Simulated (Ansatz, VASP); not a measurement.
ZnSn2N2: VASP beside Ansatz

```
CELL_PARAMETERS angstrom
3.19705 -3.39766 0.00000
3.19705 3.39766 0.00000
0.00000 0.00000 5.68361
ATOMIC_POSITIONS crystal
Zn 0.50000 0.50000 0.00000
Sn 0.00000 0.00000 0.50000
Sn 0.50000 0.50000 0.50000
N 0.91673 0.08327 0.00000
N 0.08327 0.91673 0.00000
```

Alike in both runs: functional PBE; k mesh 8 × 8 × 8; occupations gaussian, width 0.1 eV; no spin polarisation.

Ansatz relaxed the structure, and its values are those at the end. VASP's run is a single point on that final structure, the one shown.

|  | VASP | Ansatz |
| --- | --- | --- |
| version | VASP 6.6.1 | Ansatz 0.2.0 |
| potentials or method | VASP PAW PBE potentials, release 64 (Zn, Sn_d, N), cutoff 520 eV | scalar-relativistic, plane waves, PAW |
| valence electrons in the cell | 50 | 50 |

|  | VASP | Ansatz | Ansatz less VASP |
| --- | --- | --- | --- |
| gap on the k mesh at the Fermi level (eV) | none | none | - |
| pressure (GPa) | 0.5 | 0.0 | -0.49 |
| rms of the force components (eV/Å) | 0.431 | 0.002 | -0.4291 |

A gap of «none» marks a metal or a gap that the smearing closes. One of these differences is far larger than is usual between the two programs; its cause wasn't traced. With one functional, cell and mesh, what is left measures potentials, basis and numerics.

Noted on VASP's run: the standard files for N, O and F lose accuracy on very short bonds.
